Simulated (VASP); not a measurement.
Crystal: Co.

```xyz
4
Lattice="2.5031 0.0000 0.0000 -1.2515 2.1677 0.0000 0.0000 0.0000 8.1947" Properties=species:S:1:pos:R:3 pbc="T T T"
Co    1.2515    0.7226    6.1460
Co    0.0000    0.0000    4.0973
Co    0.0000    1.4451    2.0487
Co    0.0000    0.0000    0.0000
```

Base run:

| Item | Value |
| --- | --- |
| Program | VASP 6.6.1 |
| Functional | RPBE |
| Dispersion | D3(BJ) |
| Potentials or basis | VASP PAW PBE potentials, release 64 (Co) |
| Cutoff | 520 eV |
| k mesh | 12 × 12 × 4 |
| Occupations | fermi-dirac, width 0.05 eV |
| Spin | collinear spin, ferromagnetic start |
| Starting moments | [2.0, 2.0, 2.0, 2.0] μB |

Its results: pressure -27.5 GPa; net moment 6.74 μB per cell; site moments Co +1.72, +1.70 (each value once) μB.

Q: The run is repeated on the same cell with these changes: functional from RPBE to PBEsol; dispersion from D3(BJ) to D4. What comes out?

A: Pressure -17.1 GPa; net moment 6.69 μB per cell; site moments Co +1.70, +1.68 (each value once) μB.

Several settings changed at once.

Caveats: the cell stands under tension; the PAW data sets were made with another functional, which shifts forces and pressure a little.
